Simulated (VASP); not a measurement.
# Sn in VASP: a series of runs, part 2 of 2

VASP 6.6.1.

**4. Single point, PBE**

This run uses another cell than the first one, of 27.83 Å³/atom, 0.996 times its volume.

Input file INCAR:

```
ALGO     = Fast           # electronic algorithm
EDIFF    = 1E-7           # SCF threshold, eV
ENCUT    = 520            # plane-wave cutoff, eV
GGA      = PE             # functional
ISIF     = 2              # what is computed and relaxed
ISMEAR   = 0              # smearing method
LASPH    = T              # aspherical terms in the spheres
LCHARG   = F              # write CHGCAR
LREAL    = F              # projectors in reciprocal space
LWAVE    = F              # write WAVECAR
NBANDS   = 13             # bands
NELM     = 80             # most SCF steps
PREC     = Accurate       # precision mode
SIGMA    = 0.1            # smearing width, eV
```

Input file KPOINTS:

```
k-points
0
Gamma
  16 16 16
```

Input file POSCAR:

```
Sn
1.0
   -2.0128400062      2.0128400062      1.7171871178
    2.0128400062     -2.0128400062      1.7171871178
    2.0128400062      2.0128400062     -1.7171871178
Sn
1
Direct
    0.0000000000      0.0000000000      0.0000000000
```

Potentials or basis: VASP PAW PBE potentials, release 64 (Sn_d).

Started as:

```sh
$ cat potpaw_PBE.64/Sn_d/POTCAR > POTCAR
$ mpirun -np 1 vasp_std > vasp.out
```

OUTCAR:

```text
EDIFF = 1E-7
   ENCUT = 520
   GGA = PE
   ISIF = 2
   ISMEAR = 0
   LASPH = T
   LREAL = F
   NELM = 80
   PREC = Accurate

 ion  position               nearest neighbor table
   1  0.000  0.000  0.000-

  LATTYP: Found a body centered tetragonal cell.
 ALAT       =     4.0256800124
 C/A-ratio  =     0.8531165480

  Lattice vectors:

 A1 = (  -2.0128400062,   2.0128400062,   1.7171871178)
 A2 = (   2.0128400062,  -2.0128400062,   1.7171871178)
 A3 = (   2.0128400062,   2.0128400062,  -1.7171871178)

Analysis of symmetry for initial positions (statically):
=====================================================================
 Subroutine PRICEL returns:
 Original cell was already a primitive cell.

 Routine SETGRP: Setting up the symmetry group for a
 body centered tetragonal supercell.

 Subroutine GETGRP returns: Found 16 space group operations
 (whereof 16 operations were pure point group operations)
 out of a pool of 16 trial point group operations.

The static configuration has the point symmetry D_4h.

Analysis of symmetry for dynamics (positions and initial velocities):
=====================================================================
 Subroutine PRICEL returns:
 Original cell was already a primitive cell.

 Routine SETGRP: Setting up the symmetry group for a
 body centered tetragonal supercell.

 Subroutine GETGRP returns: Found 16 space group operations
 (whereof 16 operations were pure point group operations)
 out of a pool of 16 trial point group operations.

The dynamic configuration has the point symmetry D_4h.

 Subroutine INISYM returns: Found 16 space group operations
 (whereof 16 operations are pure point group operations),
 and found     1 'primitive' translations

----------------------------------------------------------------------------------------

                                     Primitive cell

  volume of cell :      27.8289

  direct lattice vectors                    reciprocal lattice vectors
[... 115 lines left out ...]
   LRPA    =     F    only Hartree local field effects (RPA)
 non-spin polarized calculation
 RMM-DIIS sequential band-by-band and
 Gauss-broadening in eV      SIGMA  =   0.10
  energy-cutoff  :      520.00
  volume of cell :       27.83
 maximum number of plane-waves:       767
 NGX is ok and might be reduce to    28
   NGX = 13   NGY = 13   NGZ = 13

 number of electron      14.0000005 magnetization

 Free energy of the ion-electron system (eV)
  ---------------------------------------------------
  ext. energy  EPLUGINS =         0.00000000
  ---------------------------------------------------
  free energy    TOTEN  =        -3.78554043 eV

  energy without entropy =       -3.78323311  energy(sigma->0) =       -3.78438677

 E-fermi :   7.8008     XC(G=0): -10.2506

 val. band max:        7.7972820082   @ k =   0.3125   0.1875   0.1875
 cond. band min:       7.8044760903   @ k =  -0.3750   0.1875   0.0625
 fundamental gap:      0.0071940821
 Fermi energy:         7.8007809088

 k-point     1 :       0.0000    0.0000    0.0000
  band No.  band energies     occupation
      1     -13.7659      2.00000
      2     -13.7095      2.00000
      3     -13.7095      2.00000
      4     -13.6678      2.00000
      5     -13.5917      2.00000
      6      -3.1251      2.00000
      7      14.7707      0.00000
      8      14.7707      0.00000
      9      16.5365      0.00000
     10      18.4084      0.00000
     11      19.6032      0.00000
     12      19.9827      0.00000
     13      19.9827      0.00000
[... 354 lines left out ...]
  band No.  band energies     occupation
      1     -13.7623      2.00000
      2     -13.7105      2.00000
      3     -13.7034      2.00000
      4     -13.6695      2.00000
      5     -13.5930      2.00000
      6      -3.0506      2.00000
      7      13.8184      0.00000
      8      14.8095      0.00000
      9      16.2790      0.00000
     10      18.7956      0.00000
     11      19.3217      0.00000
     12      19.7503      0.00000
     13      20.8176      0.00000

 [... further k-points ...]

------------------------ aborting loop because EDIFF is reached ----------------------------------------

  FORCE on cell =-STRESS in cart. coord.  units (eV):
  Direction    XX          YY          ZZ          XY          YZ          ZX
  --------------------------------------------------------------------------------------
  -------------------------------------------------------------------------------------
  Total       -0.0124951     -0.0124951     -0.0106697      0.0000000     -0.0000000      0.0000000
  in kB       -0.7193739     -0.7193739     -0.6142824      0.0000000     -0.0000000      0.0000000
  external PRESSURE =      -0.6843434 kB  Pullay stress =       0.0000000 kB

 VOLUME and BASIS-vectors are now :
 -----------------------------------------------------------------------------
  energy-cutoff  :      520.00
  volume of cell :       27.83
      direct lattice vectors                 reciprocal lattice vectors
    -2.012840006  2.012840006  1.717187118     0.000000000  0.248405238  0.291173859
     2.012840006 -2.012840006  1.717187118     0.248405238  0.000000000  0.291173859
     2.012840006  2.012840006 -1.717187118     0.248405238  0.248405238  0.000000000

 POSITION                                       TOTAL-FORCE (eV/Angst)
 -----------------------------------------------------------------------------------
      0.00000      0.00000      0.00000        -0.000000     -0.000000      0.000000
 -----------------------------------------------------------------------------------
    total drift:                               -0.000000     -0.000000      0.000000

  FREE ENERGIE OF THE ION-ELECTRON SYSTEM (eV)
  ---------------------------------------------------
  free  energy   TOTEN  =        -3.7855404302 eV

  energy  without entropy=       -3.7832331120  energy(sigma->0) =       -3.78438677
```

OSZICAR:

```text
N       E                     dE             d eps       ncg     rms          rms(c)
DAV:   1     0.810483485082E+02    0.81048E+02   -0.72220E+03  9305   0.159E+03
DAV:   2     0.191487135257E+01   -0.79133E+02   -0.76635E+02  9579   0.340E+02
DAV:   3    -0.367812065281E+01   -0.55930E+01   -0.55709E+01 10927   0.734E+01
DAV:   4    -0.379340874801E+01   -0.11529E+00   -0.11526E+00 10633   0.113E+01
DAV:   5    -0.379729558065E+01   -0.38868E-02   -0.38868E-02 11880   0.202E+00    0.128E+00
RMM:   6    -0.378835650741E+01    0.89391E-02   -0.86824E-03 11436   0.122E+00    0.736E-01
RMM:   7    -0.378557563748E+01    0.27809E-02   -0.70708E-03 11276   0.994E-01    0.940E-02
RMM:   8    -0.378550322118E+01    0.72416E-04   -0.78890E-04 12504   0.428E-01    0.287E-02
RMM:   9    -0.378553638896E+01   -0.33168E-04   -0.30437E-04 13657   0.171E-01    0.175E-02
RMM:  10    -0.378553814965E+01   -0.17607E-05   -0.50785E-05 12365   0.106E-01    0.190E-03
RMM:  11    -0.378554024466E+01   -0.20950E-05   -0.28758E-05 15021   0.509E-02    0.534E-03
RMM:  12    -0.378554068228E+01   -0.43762E-06   -0.22099E-06 13527   0.146E-02    0.842E-03
RMM:  13    -0.378554048232E+01    0.19997E-06   -0.51210E-07 11484   0.998E-03    0.261E-03
RMM:  14    -0.378554043016E+01    0.52154E-07   -0.15108E-07  6351   0.434E-03
   1 F= -.37855404E+01 E0= -.37843868E+01  d E =-.230732E-02
```

stdout:

```text
POSCAR found type information on POSCAR Sn
 POSCAR found :  1 types and       1 ions
 scaLAPACK will be used
 LDA part: xc-table for (Slater+PW92), standard interpolation
 POSCAR, INCAR and KPOINTS ok, starting setup
 FFT: planning ... GRIDC
 FFT: planning ... GRID_SOFT
 FFT: planning ... GRID
 WAVECAR not read
 entering main loop
WARNING in EDDRMM: call to ZHEGV failed, returncode =   8  4     11
WARNING in EDDRMM: call to ZHEGV failed, returncode =   6  3      9
WARNING in EDDRMM: call to ZHEGV failed, returncode =   6  3     11
WARNING in EDDRMM: call to ZHEGV failed, returncode =   8  4     13
WARNING in EDDRMM: call to ZHEGV failed, returncode =   8  4     12
WARNING in EDDRMM: call to ZHEGV failed, returncode =   6  3     13
WARNING in EDDRMM: call to ZHEGV failed, returncode =   6  3     11
 num prob RMM:  14    -0.378554043016E+01    0.52154E-07   -0.15108E-07  6351   0.434E-03
```

It took 2.7 min on 1 thread of Intel Xeon Platinum 8259CL at 2.50GHz (Skylake/Cascade Lake), shared host; peak memory 0.24 GiB.

What came out:

| Item | Value |
| --- | --- |
| Free energy | -3.7855 eV |
| Pressure | -0.1 GPa |
| Band gap on the k mesh | zero (band 7 reaches 14.77 eV, above the bottom of band 8 at 5.61 eV) |

Levels at points of the mesh, in eV from the Fermi level:
| k point | band 4 | band 5 | band 6 | band 7 | band 8 | band 9 | band 10 | band 11 |
| --- | --- | --- | --- | --- | --- | --- | --- | --- |
| (0.00, 0.00, 0.00) | -21.47 | -21.39 | -10.93 | 6.97 | 6.97 | 8.74 | 10.61 | 11.80 |
| (0.50, 0.00, 0.00) | -21.38 | -21.34 | -5.93 | -4.14 | 3.07 | 4.48 | 7.20 | 7.45 |
| (0.50, 0.50, 0.00) | -21.43 | -21.35 | -7.07 | -4.55 | 5.13 | 7.18 | 9.65 | 10.19 |
| (0.50, 0.50, 0.50) | -21.36 | -21.34 | -3.19 | -1.34 | -1.34 | 1.79 | 3.20 | 5.39 |

Caveat: spin-orbit coupling is left out, which moves the levels of the heavy elements.

**5. Overview**

```csv
cell,k mesh,gap on the mesh (eV),pressure (GPa)
"a = 3.556, b = 3.347, c = 3.347 Å, angles 64.2, 57.9, 57.9°, 1 atom",16 × 16 × 16,none,-0.1
"a = 3.597, b = 3.597, c = 8.428 Å, angles 90.0, 90.0, 86.4°, 4 atoms",4 × 4 × 2,none,-0.1
"a = 3.324 Å, angles 105.5, 105.5, 117.8°, 1 atom",16 × 16 × 16,none,-0.1
```

Alike in all rows: task single point; level PBE; potentials or basis VASP PAW PBE potentials, release 64 (Sn_d); no spin polarisation; cutoff (eV) 520; smearing gaussian 0.1 eV.

Caveats: some runs use coarse meshes; spin-orbit coupling is left out, which moves the levels of the heavy elements.

Absolute energies hang on the potentials; compare differences alone.
